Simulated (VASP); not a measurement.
# Si (I4/mmm) in VASP: further runs, part 2 of 2

VASP 6.6.1.

### 4 Single point, LDA (strain -0.030 along x and y, +0.015 along z)

Contents of INCAR:

```
PREC = Accurate
ENCUT = 520
EDIFF = 1E-6
ISMEAR = 0
SIGMA = 0.15
LREAL = F
LASPH = T
NELM = 60
ALGO = Normal
ISIF = 2
LWAVE = F
LCHARG = F
NBANDS = 8
```

Contents of KPOINTS:

```
Automatic mesh
0
Gamma
  22 22 22
```

Contents of POSCAR:

```
Si
1.0
   -1.5781074821      1.5781074821      1.3401347978
    1.5781074821     -1.5781074821      1.3401347978
    1.5781074821      1.5781074821     -1.3401347978
Si
1
Direct
    0.0000000000      0.0000000000      0.0000000000
```

Potentials or basis: VASP PAW LDA potentials, release 64 (Si).

On the command line:

```console
$ cat potpaw_LDA.64/Si/POTCAR > POTCAR
$ mpirun -np 1 vasp_std > vasp.out
```

OUTCAR:

```text
PREC = Accurate
   ENCUT = 520
   EDIFF = 1E-6
   ISMEAR = 0
   LREAL = F
   LASPH = T
   NELM = 60
   ISIF = 2

 ion  position               nearest neighbor table
   1  0.000  0.000  0.000-

  LATTYP: Found a body centered tetragonal cell.
 ALAT       =     3.1562149642
 C/A-ratio  =     0.8492037539

  Lattice vectors:

 A1 = (  -1.5781074821,   1.5781074821,   1.3401347978)
 A2 = (   1.5781074821,  -1.5781074821,   1.3401347978)
 A3 = (   1.5781074821,   1.5781074821,  -1.3401347978)

Analysis of symmetry for initial positions (statically):
=====================================================================
 Subroutine PRICEL returns:
 Original cell was already a primitive cell.

 Routine SETGRP: Setting up the symmetry group for a
 body centered tetragonal supercell.

 Subroutine GETGRP returns: Found 16 space group operations
 (whereof 16 operations were pure point group operations)
 out of a pool of 16 trial point group operations.

The static configuration has the point symmetry D_4h.

Analysis of symmetry for dynamics (positions and initial velocities):
=====================================================================
 Subroutine PRICEL returns:
 Original cell was already a primitive cell.

 Routine SETGRP: Setting up the symmetry group for a
 body centered tetragonal supercell.

 Subroutine GETGRP returns: Found 16 space group operations
 (whereof 16 operations were pure point group operations)
 out of a pool of 16 trial point group operations.

The dynamic configuration has the point symmetry D_4h.

 Subroutine INISYM returns: Found 16 space group operations
 (whereof 16 operations are pure point group operations),
 and found     1 'primitive' translations

----------------------------------------------------------------------------------------

                                     Primitive cell

  volume of cell :      13.3500

  direct lattice vectors                    reciprocal lattice vectors
    -1.578107482  1.578107482  1.340134798     0.000000000  0.316835200  0.373096797
     1.578107482 -1.578107482  1.340134798     0.316835200  0.000000000  0.373096797
     1.578107482  1.578107482 -1.340134798     0.316835200  0.316835200  0.000000000

  length of vectors
     2.603230248  2.603230248  2.603230248     0.489474988  0.489474988  0.448072637

  position of ions in fractional coordinates (direct lattice)
     0.000000000  0.000000000  0.000000000

  ion indices of the primitive-cell ions
   primitive index   ion index
                 1           1

----------------------------------------------------------------------------------------

 KPOINTS: Automatic mesh

Automatic generation of k-mesh.
 Grid dimensions read from file:
 generate k-points for:   22   22   22

 Generating k-lattice:

  Cartesian coordinates                     Fractional coordinates (reciprocal lattice)
     0.000000000  0.014401600  0.016958945     0.045454545 -0.000000000  0.000000000
     0.014401600  0.000000000  0.016958945    -0.000000000  0.045454545  0.000000000
     0.014401600  0.014401600  0.000000000     0.000000000  0.000000000  0.045454545

  Length of vectors
     0.022248863  0.022248863  0.020366938

  Shift w.r.t. Gamma in fractional coordinates (k-lattice)
     0.000000000  0.000000000  0.000000000

 Subroutine IBZKPT returns following result:
 ===========================================

 Found    834 irreducible k-points:

 Following reciprocal coordinates:
            Coordinates               Weight
  0.000000  0.000000  0.000000      1.000000
  0.045455  0.000000 -0.000000      8.000000
  0.090909  0.000000 -0.000000      8.000000
  0.136364 -0.000000  0.000000      8.000000
  0.181818 -0.000000  0.000000      8.000000
  0.227273  0.000000  0.000000      8.000000
[... 16 lines left out ...]
  0.500000  0.045455  0.000000     16.000000
 -0.454545  0.045455 -0.000000     16.000000
 [... further k-points ...]
   k-points           NKPTS =    834   k-points in BZ     NKDIM =    834   number of bands    NBANDS=      8
   number of dos      NEDOS =    301   number of ions     NIONS =      1
   total plane-waves  NPLWV =   8000
   dimension x,y,z NGX =    20 NGY =   20 NGZ =   20
   dimension x,y,z NGXF=    40 NGYF=   40 NGZF=   40
   ions per type =               1
   NGX,Y,Z   is equivalent  to a cutoff of  12.77, 12.77, 12.77 a.u.
   NGXF,Y,Z  is equivalent  to a cutoff of  25.54, 25.54, 25.54 a.u.
 SYSTEM =  unknown system
   PREC   = accura    normal or accurate (medium, high low for compatibility)
   ISTART =      0    job   : 0-new  1-cont  2-samecut
   ICHARG =      2    charge: 1-file 2-atom 10-const
   ISPIN  =      1    spin polarized calculation?
   LNONCOLLINEAR =      F non collinear calculations
   LSORBIT =      F    spin-orbit coupling
   LASPH  =      T    aspherical Exc in radial PAW
   ENCUT  =  520.0 eV  38.22 Ry    6.18 a.u.   4.84  4.84  4.84*2*pi/ulx,y,z
   NELM   =     60;   NELMIN=  2; NELMDL= -5     # of ELM steps
   EDIFF  = 0.1E-05   stopping-criterion for ELM
   LREAL  =      F    real-space projection
   EDIFFG = 0.1E-04   stopping-criterion for IOM
   NSW    =      0    number of steps for IOM
   IBRION =     -1    ionic relax: 0-MD 1-quasi-New 2-CG
   NFREE  =      0    steps in history (QN), initial steepest desc. (CG)
   ISIF   =      2    stress and relaxation
   ISYM   =      2    0-nonsym 1-usesym 2-fastsym
   POTIM  = 0.5000    time-step for ionic-motion
   TEBEG  =    0.0;   TEEND  =   0.0 temperature during run
   PSTRESS=    0.0 pullay stress
   NELECT =       4.0000    total number of electrons
   NUPDOWN=      -1.0000    fix difference up-down
   EMIN   =  10.00;   EMAX   =-10.00  energy-range for DOS
   EFERMI =   0.00;   METHOD = LEGACY
   ISMEAR =     0;   SIGMA  =   0.15  broadening in eV -4-tet -1-fermi 0-gaus
   EFERMI_NEDOS =   21; number of points for ismear=-14 and -15
   IALGO  =     38    algorithm
   IMIX   =      4    mixing-type and parameters
     AMIX     =   0.40;   BMIX     =  1.00
     AMIX_MAG =   1.60;   BMIX_MAG =  1.00
  volume/ion in A,a.u.               =      13.35        90.09
  Fermi-wavevector in a.u.,A,eV,Ry     =   1.095471  2.070140 16.327768  1.200057
  Thomas-Fermi vector in A             =   2.231795
   LORBIT       =      0    0 simple, 1 ext, 2 COOP (PROOUT), +10 PAW based schemes
   GGA     = CA    functional components
   LHFCALC =     F    Hartree Fock is set to
   AEXX    =    0.0000 exact exchange contribution
   IVDW    =     0    specifies the selected vdW correction
   LEPSILON=     F    determine dielectric tensor
   LRPA    =     F    only Hartree local field effects (RPA)
 non-spin polarized calculation
 Gauss-broadening in eV      SIGMA  =   0.15
  energy-cutoff  :      520.00
  volume of cell :       13.35
 maximum number of plane-waves:       373
   NGX =  9   NGY =  9   NGZ =  9

 number of electron       4.0000000 magnetization

 Free energy of the ion-electron system (eV)
  ---------------------------------------------------
  ext. energy  EPLUGINS =         0.00000000
  ---------------------------------------------------
  free energy    TOTEN  =        -5.55225403 eV

  energy without entropy =       -5.54789335  energy(sigma->0) =       -5.55007369

 E-fermi :  11.1813     XC(G=0): -11.5866

 val. band max:       11.1799425296   @ k =   0.1818   0.1818   0.1818
 cond. band min:      11.1863120622   @ k =  -0.0909  -0.3182   0.0909
 fundamental gap:      0.0063695326
 Fermi energy:        11.1812652266

 k-point     1 :       0.0000    0.0000    0.0000
  band No.  band energies     occupation
      1      -3.9276      2.00000
      2      21.5015      0.00000
      3      22.2782      0.00000
      4      22.2782      0.00000
      5      24.9893      0.00000
      6      25.1427      0.00000
      7      25.9338      0.00000
      8      25.9338      0.00000

 k-point     2 :       0.0455    0.0000   -0.0000
  band No.  band energies     occupation
      1      -3.8558      2.00000
      2      20.7829      0.00000
      3      22.0252      0.00000
      4      22.9716      0.00000
      5      23.9071      0.00000
      6      25.6883      0.00000
      7      25.7423      0.00000
      8      26.0376      0.00000
[... 221 lines left out ...]
 k-point    23 :       0.5000    0.0455    0.0000
  band No.  band energies     occupation
      1       3.7505      2.00000
      2       5.5514      2.00000
      3      15.5831      0.00000
      4      17.2707      0.00000
      5      19.1454      0.00000
      6      21.5104      0.00000
      7      30.6789      0.00000
      8      34.0943      0.00000

 k-point    24 :      -0.4545    0.0455   -0.0000
  band No.  band energies     occupation
      1       2.3862      2.00000
      2       7.1874      2.00000
      3      15.5133      0.00000
      4      17.5466      0.00000
      5      19.1936      0.00000
      6      21.7974      0.00000
      7      30.9438      0.00000
      8      34.0548      0.00000

 [... further k-points ...]
[... 5 lines left out ...]
  --------------------------------------------------------------------------------------
  -------------------------------------------------------------------------------------
  Total        0.4988071      0.4988071      0.2313591      0.0000000      0.0000000      0.0000000
  in kB       59.8634298     59.8634298     27.7661468      0.0000000      0.0000000      0.0000000
  external PRESSURE =      49.1643354 kB  Pullay stress =       0.0000000 kB

 VOLUME and BASIS-vectors are now :
 -----------------------------------------------------------------------------
  energy-cutoff  :      520.00
  volume of cell :       13.35
      direct lattice vectors                 reciprocal lattice vectors
    -1.578107482  1.578107482  1.340134798     0.000000000  0.316835200  0.373096797
     1.578107482 -1.578107482  1.340134798     0.316835200  0.000000000  0.373096797
     1.578107482  1.578107482 -1.340134798     0.316835200  0.316835200  0.000000000

 POSITION                                       TOTAL-FORCE (eV/Angst)
 -----------------------------------------------------------------------------------
      0.00000      0.00000      0.00000         0.000000     -0.000000     -0.000000
 -----------------------------------------------------------------------------------
    total drift:                                0.000000      0.000000     -0.000000

  FREE ENERGIE OF THE ION-ELECTRON SYSTEM (eV)
  ---------------------------------------------------
  free  energy   TOTEN  =        -5.5522540343 eV

  energy  without entropy=       -5.5478933478  energy(sigma->0) =       -5.55007369
```

It took 26 s on 1 thread of Intel Xeon Platinum 8559C (Emerald Rapids), shared host; peak memory 0.17 GiB.

What came out:

- Free energy: -5.5523 eV
- Pressure: 4.9 GPa
- Band gap on the k mesh: zero (band 2 reaches 21.67 eV, above the bottom of band 3 at 7.05 eV)

Caveat: the cell differs from its parent crystal (strain -0.030 along x and y, +0.015 along z).

### 5 Single point, LDA (strain -0.015 along x and y, -0.015 along z)

Contents of INCAR:

```
ALGO     = Normal         # electronic algorithm
EDIFF    = 1E-6           # SCF threshold, eV
ENCUT    = 520            # plane-wave cutoff, eV
ISIF     = 2              # what is computed and relaxed
ISMEAR   = 0              # smearing method
LASPH    = True           # aspherical terms in the spheres
LCHARG   = False          # write CHGCAR
LREAL    = False          # projectors in reciprocal space
LWAVE    = False          # write WAVECAR
NBANDS   = 8              # bands
NELM     = 60             # most SCF steps
PREC     = Accurate       # precision mode
SIGMA    = 0.15           # smearing width, eV
```

Contents of KPOINTS:

```
k-points
0
Gamma
  22 22 22
```

Contents of POSCAR:

```
Si
1.0
   -1.6025112060      1.6025112060      1.3005249022
    1.6025112060     -1.6025112060      1.3005249022
    1.6025112060      1.6025112060     -1.3005249022
Si
1
Direct
    0.0000000000      0.0000000000      0.0000000000
```

On the command line:

```console
$ cat potpaw_LDA.64/Si/POTCAR > POTCAR
$ mpirun -np 1 vasp_std > vasp.out
```

Wall time 24 s (1 thread of Intel Xeon Platinum 8559C (Emerald Rapids), shared host); peak memory 0.17 GiB.

The run converged. Its results:

```yaml
Free_energy: -5.5583 eV
Pressure: 4.7 GPa
Band_gap_on_the_k_mesh: zero (band 2 reaches 21.03 eV, above the bottom of band 3 at 7.43 eV)
```

Stress tensor (GPa, compression positive):
```
4.79 0.00 0.00
0.00 4.79 0.00
0.00 0.00 4.60
```

Levels at points of the mesh, in eV from the Fermi level:
| k point | band 1 | band 2 | band 3 | band 4 | band 5 | band 6 | band 7 |
| --- | --- | --- | --- | --- | --- | --- | --- |
| (0.00, 0.00, 0.00) | -15.12 | 9.68 | 10.51 | 10.51 | 13.20 | 14.42 | 15.48 |
| (0.50, 0.00, 0.00) | -6.68 | -6.15 | 4.99 | 6.33 | 6.79 | 9.61 | 19.15 |
| (0.50, 0.50, 0.00) | -8.69 | -7.67 | 9.38 | 11.63 | 12.04 | 12.16 | 17.59 |
| (0.50, 0.50, 0.50) | -2.48 | -2.48 | -1.34 | 1.03 | 4.32 | 6.78 | 25.77 |

Caveat: the cell differs from its parent crystal (strain -0.015 along x and y, -0.015 along z).

### 6 Summary

```csv
cell,gap on the mesh (eV),pressure (GPa)
"a = 2.593 Å, angles 105.0, 105.0, 118.8°, 1 atom",none,6.7
"a = 2.603 Å, angles 104.0, 104.0, 121.1°, 1 atom",none,6.7
"a = 2.603 Å, angles 105.4, 105.4, 118.0°, 1 atom",none,4.9
"a = 2.613 Å, angles 104.3, 104.3, 120.3°, 1 atom",none,4.7
```

Alike in all rows: task single point; level LDA; potentials or basis VASP PAW LDA potentials, release 64 (Si); no spin polarisation; k mesh 22 × 22 × 22; cutoff (eV) 520; smearing gaussian 0.15 eV.

Absolute energies hang on the potentials; compare differences alone.
